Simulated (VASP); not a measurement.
GaSi62 (a cell with a defect), 63 atoms in the cell. The cell holds a defect, 63 atoms: a = 10.860 Å, b = 10.860 Å, c = 10.860 Å, α = 90.00°, β = 90.00°, γ = 90.00°. 

| Quantity | Value |
| --- | --- |
| Program | VASP 6.6.1 |
| Task | single point |
| Functional | PBE |
| Potentials or basis | VASP PAW PBE potentials, release 64 (Si, Ga_d) |
| Cutoff | 520 eV |
| k mesh | 1 × 1 × 1 |
| Occupations | fermi-dirac, width 0.02 eV |
| Spin | no spin polarisation |
| Dipole correction | no |
| Charge | 1 |
| Further INCAR settings | LREAL = Auto; ALGO = Normal; EDIFF = 1e-06; NBANDS = 168; NELECT = 260.0 |

Potentials or basis: VASP PAW PBE potentials, release 64 (Si, Ga_d).

Command:

```console
$ cat potpaw_PBE.64/Si/POTCAR potpaw_PBE.64/Ga_d/POTCAR > POTCAR
$ mpirun -np 1 vasp_gam > vasp.out
```

Hardware: 1 thread of Intel(R) Xeon(R) 6975P-C (Granite Rapids), with other jobs on the host.

Problem. How long does it take, and how much memory?

Solution. Wall time 3.4 min on 1 thread of Intel(R) Xeon(R) 6975P-C (Granite Rapids), on a shared host, peak memory 0.97 GiB. Counts: scf iterations 15, k points 1.
